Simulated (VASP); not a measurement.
CuI (Marshite), 2 atoms in the cell. The structure is cubic, space group F-43m (No. 216). Conventional cell: a = 6.024 Å, b = 6.024 Å, c = 6.024 Å, α = 90.00°, β = 90.00°, γ = 90.00°. Within 3.4 Å of Cu (site symmetry -43m) lie 4 I at 2.61 Å. Within 3.4 Å of I (site symmetry -43m) lie 4 Cu at 2.61 Å. 

| Property | Result |
| --- | --- |
| Program | VASP 6.6.1 |
| Task | single point |
| Functional | PBEsol |
| Potentials or basis | VASP PAW PBE potentials, release 64 (Cu, I) |
| Cutoff | 520 eV |
| k mesh | 4 × 4 × 4 |
| Occupations | gaussian, width 0.01 eV |
| Spin | no spin polarisation |
| Dipole correction | no |
| Further INCAR settings | ALGO = Normal; EDIFF = 1e-06; NBANDS = 16 |

Potentials or basis: VASP PAW PBE potentials, release 64 (Cu, I).

The run is started by

```console
$ cat potpaw_PBE.64/Cu/POTCAR potpaw_PBE.64/I/POTCAR > POTCAR
$ mpirun -np 1 vasp_std > vasp.out
```

Hardware: 1 thread of Intel(R) Xeon(R) 6975P-C (Granite Rapids), on a shared host.

How long does it take, and how much memory?

Wall time 4.3 s on 1 thread of Intel(R) Xeon(R) 6975P-C (Granite Rapids), with other jobs on the host, peak memory 0.17 GiB. Counts: scf iterations 13, k points 8.
